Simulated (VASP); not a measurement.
# Cs (Fm-3m) in VASP: a series of runs, part 2 of 2

VASP 6.6.1.

### 5 Relaxation of cell and atoms, RPBE

This run uses another cell than the first one, of 110.45 Å³/atom, 0.811 times its volume.

Contents of INCAR:

```
SYSTEM = Cs
  PREC = Accurate
  ENCUT = 600
  EDIFF = 1E-7
  ISMEAR = -1
  SIGMA = 0.1
  LREAL = .False.
  LASPH = .True.
  NELM = 60
  ALGO = Normal
  ISIF = 3
  LWAVE = .False.
  LCHARG = .False.
  GGA = RP
  IBRION = 2
  NSW = 80
  EDIFFG = -0.01
```

Contents of KPOINTS:

```
regular mesh
0
Gamma
  7 7 7
  0 0 0
```

Contents of POSCAR:

```
Cs
1.0
    0.0000000000      3.8081113733      3.8081113733
    3.8081113733      0.0000000000      3.8081113733
    3.8081113733      3.8081113733      0.0000000000
Cs
1
Direct
    0.0000000000      0.0000000000      0.0000000000
```

Potentials or basis: VASP PAW PBE potentials, release 64 (Cs_sv).

Launch:

```console
cat potpaw_PBE.64/Cs_sv/POTCAR > POTCAR
mpirun -np 1 vasp_std > vasp.out
```

OUTCAR:

```text
SYSTEM = Cs
   PREC = Accurate
   ENCUT = 600
   EDIFF = 1E-7
   ISMEAR = -1
   LREAL = .False.
   LASPH = .True.
   NELM = 60
   ISIF = 3
   GGA = RP
   IBRION = 2
   NSW = 80
   EDIFFG = -0.01

 ion  position               nearest neighbor table
   1  0.000  0.000  0.000-

  LATTYP: Found a face centered cubic cell.
 ALAT       =     7.6162227466

  Lattice vectors:

 A1 = (   0.0000000000,   3.8081113733,   3.8081113733)
 A2 = (   3.8081113733,   0.0000000000,   3.8081113733)
 A3 = (   3.8081113733,   3.8081113733,   0.0000000000)

Analysis of symmetry for initial positions (statically):
=====================================================================
 Subroutine PRICEL returns:
 Original cell was already a primitive cell.

 Routine SETGRP: Setting up the symmetry group for a
[... 169 lines left out ...]
  -------------------------------------------------------------------------------------
  Total        0.2656277      0.2656277      0.2656277      0.0000000      0.0000000     -0.0000000
  in kB        3.8532302      3.8532302      3.8532302      0.0000000      0.0000000     -0.0000000
  external PRESSURE =       3.8532302 kB  Pullay stress =       0.0000000 kB
[... 92 lines left out ...]
--------------------------------------- Ionic step        4  -------------------------------------------

 number of electron       8.9999999 magnetization

 Free energy of the ion-electron system (eV)
  ---------------------------------------------------
  ext. energy  EPLUGINS =         0.00000000
  ---------------------------------------------------
  free energy    TOTEN  =        -0.76033113 eV

  energy without entropy =       -0.72326640  energy(sigma->0) =       -0.74179876

 E-fermi :   0.2854     XC(G=0):  -4.9585

 val. band max:        0.1740951599   @ k =   0.4286   0.2857   0.0000
 cond. band min:       0.4195963046   @ k =  -0.2857   0.2857   0.0000
 fundamental gap:      0.2455011447
 Fermi energy:         0.2853622007

 k-point     1 :       0.0000    0.0000    0.0000
  band No.  band energies     occupation
      1     -23.7085      2.00000
      2     -10.4844      2.00000
      3     -10.4844      2.00000
      4     -10.4844      2.00000
      5      -1.2586      2.00000
      6       2.6803      0.00000
      7       2.6803      0.00000
      8       2.6803      0.00000
[... 235 lines left out ...]
  FREE ENERGIE OF THE ION-ELECTRON SYSTEM (eV)
  ---------------------------------------------------
  free  energy   TOTEN  =        -0.7603311280 eV

  energy  without entropy=       -0.7232664009  energy(sigma->0) =       -0.74179876

 reached required accuracy - stopping structural energy minimisation
```

CONTCAR:

```text
Cs
   1.00000000000000
     0.0000000000000000    4.0315859128255154    4.0315859128255154
     4.0315859128255154    0.0000000000000000    4.0315859128255154
     4.0315859128255154    4.0315859128255154   -0.0000000000000000
  Cs
     1
Direct
     0.0000000000000000    1.0000000000000000    1.0000000000000000

  0.00000000E+00  0.00000000E+00  0.00000000E+00
```

It took 58 s on 1 thread of AMD EPYC 9R45 (Zen 5), shared host; peak memory 0.29 GiB.

Results:

```
Free energy                            : -0.7603 eV
Relaxed volume                         : 131.06 Å³/atom
Relaxed cell                           : a = 5.702 Å, b = 5.702 Å, c = 5.702 Å, α = 60.00°, β = 60.00°, γ = 60.00°
Space group after relaxing (to 0.05 Å) : Fm-3m (No. 225)
Energy gained by relaxing              : 22.1 meV/atom
Ionic steps                            : 4
Pressure after relaxing                : 0.0 GPa
```

Step by step:
```tsv
step	energy change (eV)	largest force (eV/Å)	pressure (GPa)	volume (Å³)
1	0.0000	0.0000	0.39	110.45
2	-0.0089	0.0000	0.28	114.75
3	-0.0218	0.0000	0.04	128.32
4	-0.0221	0.0000	0.01	131.06
```

Final structure:
```
Cs
1.0
     0.00000    4.03159    4.03159
     4.03159    0.00000    4.03159
     4.03159    4.03159    0.00000
Cs
1
Cartesian
  8.0632 4.0316 4.0316
```

Caveat: the volume moved by over 15 % at a fixed basis, so the end points are rough; the PAW data sets were made with another functional, which shifts forces and pressure a little; spin-orbit coupling is left out, which moves the levels of the heavy elements.

### 6 Single point, RPBE

This run uses another cell than the first one, of 131.02 Å³/atom, 0.962 times its volume.

Contents of INCAR:

```
PREC = Accurate
ENCUT = 520
EDIFF = 1E-6
ISMEAR = -1
SIGMA = 0.1
LREAL = F
LASPH = T
NELM = 60
ALGO = Normal
ISIF = 2
LWAVE = F
LCHARG = F
GGA = RP
NBANDS = 10
```

Contents of KPOINTS:

```
regular mesh
0
Gamma
  11 11 11
```

Contents of POSCAR:

```
Cs
1.0
    0.0000000000      4.0312487769      4.0312487769
    4.0312487769      0.0000000000      4.0312487769
    4.0312487769      4.0312487769      0.0000000000
Cs
1
Direct
    0.0000000000      0.0000000000      0.0000000000
```

Potentials or basis: VASP PAW PBE potentials, release 64 (Cs_sv).

Launch:

```console
cat potpaw_PBE.64/Cs_sv/POTCAR > POTCAR
mpirun -np 1 vasp_std > vasp.out
```

OUTCAR:

```text
PREC = Accurate
   ENCUT = 520
   EDIFF = 1E-6
   ISMEAR = -1
   LREAL = F
   LASPH = T
   NELM = 60
   ISIF = 2
   GGA = RP

 ion  position               nearest neighbor table
   1  0.000  0.000  0.000-

  LATTYP: Found a face centered cubic cell.
 ALAT       =     8.0624975538

  Lattice vectors:

 A1 = (   0.0000000000,   4.0312487769,   4.0312487769)
 A2 = (   4.0312487769,   0.0000000000,   4.0312487769)
 A3 = (   4.0312487769,   4.0312487769,   0.0000000000)

Analysis of symmetry for initial positions (statically):
=====================================================================
 Subroutine PRICEL returns:
 Original cell was already a primitive cell.

 Routine SETGRP: Setting up the symmetry group for a
 face centered cubic supercell.

 Subroutine GETGRP returns: Found 48 space group operations
 (whereof 48 operations were pure point group operations)
 out of a pool of 48 trial point group operations.

The static configuration has the point symmetry O_h .

Analysis of symmetry for dynamics (positions and initial velocities):
=====================================================================
 Subroutine PRICEL returns:
[... 162 lines left out ...]
  band No.  band energies     occupation
      1     -23.7077      2.00000
      2     -10.4836      2.00000
      3     -10.4836      2.00000
      4     -10.4836      2.00000
      5      -1.2583      2.00000
      6       2.6809      0.00000
      7       2.6809      0.00000
      8       2.6809      0.00000
      9       3.6462      0.00000
     10       3.6462      0.00000
[... 287 lines left out ...]
 k-point    24 :      -0.1818    0.1818    0.0000
  band No.  band energies     occupation
      1     -23.7057      2.00000
      2     -10.5291      2.00000
      3     -10.5029      2.00000
      4     -10.4895      2.00000
      5      -0.5032      1.99919
      6       1.8359      0.00000
      7       2.3120      0.00000
      8       3.0022      0.00000
      9       3.1187      0.00000
     10       4.0143      0.00000

 [... further k-points ...]

------------------------ aborting loop because EDIFF is reached ----------------------------------------

  FORCE on cell =-STRESS in cart. coord.  units (eV):
  Direction    XX          YY          ZZ          XY          YZ          ZX
  --------------------------------------------------------------------------------------
  -------------------------------------------------------------------------------------
  Total        0.0138634      0.0138634      0.0138634     -0.0000000     -0.0000000     -0.0000000
  in kB        0.1695243      0.1695243      0.1695243     -0.0000000     -0.0000000     -0.0000000
  external PRESSURE =       0.1695243 kB  Pullay stress =       0.0000000 kB

 VOLUME and BASIS-vectors are now :
 -----------------------------------------------------------------------------
  energy-cutoff  :      520.00
  volume of cell :      131.02
      direct lattice vectors                 reciprocal lattice vectors
     0.000000000  4.031248777  4.031248777    -0.124031045  0.124031045  0.124031045
     4.031248777  0.000000000  4.031248777     0.124031045 -0.124031045  0.124031045
     4.031248777  4.031248777  0.000000000     0.124031045  0.124031045 -0.124031045

 POSITION                                       TOTAL-FORCE (eV/Angst)
 -----------------------------------------------------------------------------------
      0.00000      0.00000      0.00000        -0.000000      0.000000      0.000000
 -----------------------------------------------------------------------------------
    total drift:                               -0.000000     -0.000000     -0.000000

  FREE ENERGIE OF THE ION-ELECTRON SYSTEM (eV)
  ---------------------------------------------------
  free  energy   TOTEN  =        -0.7589682462 eV

  energy  without entropy=       -0.7178012500  energy(sigma->0) =       -0.73838475
```

It took 43 s on 1 thread of AMD EPYC 9R45 (Zen 5), shared host; peak memory 0.23 GiB.

What came out:

* Free energy: -0.7590 eV
* Pressure: 0.0 GPa

Caveat: the PAW data sets were made with another functional, which shifts forces and pressure a little; spin-orbit coupling is left out, which moves the levels of the heavy elements.

### 7 The runs side by side

```tsv
task	cell	k mesh	cutoff (eV)	gap on the mesh (eV)	pressure (GPa)
single point	a = 5.776 Å, angles 60.0°, 1 atom	8 × 8 × 8	520	none	0.0
single point	a = 5.849 Å, angles 60.0°, 1 atom	8 × 8 × 8	520	none	-0.1
single point	a = 5.921 Å, angles 60.0°, 1 atom	8 × 8 × 8	520	none	-0.1
relaxation of cell and atoms	relaxed from a = 5.385 Å, angles 60.0°, 1 atom	7 × 7 × 7	600	none	0.0
single point	a = 5.701 Å, angles 60.0°, 1 atom	11 × 11 × 11	520	none	0.0
```

Alike in all rows: level RPBE; potentials or basis VASP PAW PBE potentials, release 64 (Cs_sv); no spin polarisation; smearing fermi-dirac 0.1 eV.

Caveats: the PAW data sets were made with another functional, which shifts forces and pressure a little; spin-orbit coupling is left out, which moves the levels of the heavy elements; the volume moved by over 15 % at a fixed basis, so the end points are rough (some runs).

Total energies depend on the potentials used, so only differences within one code and one set of settings carry meaning.
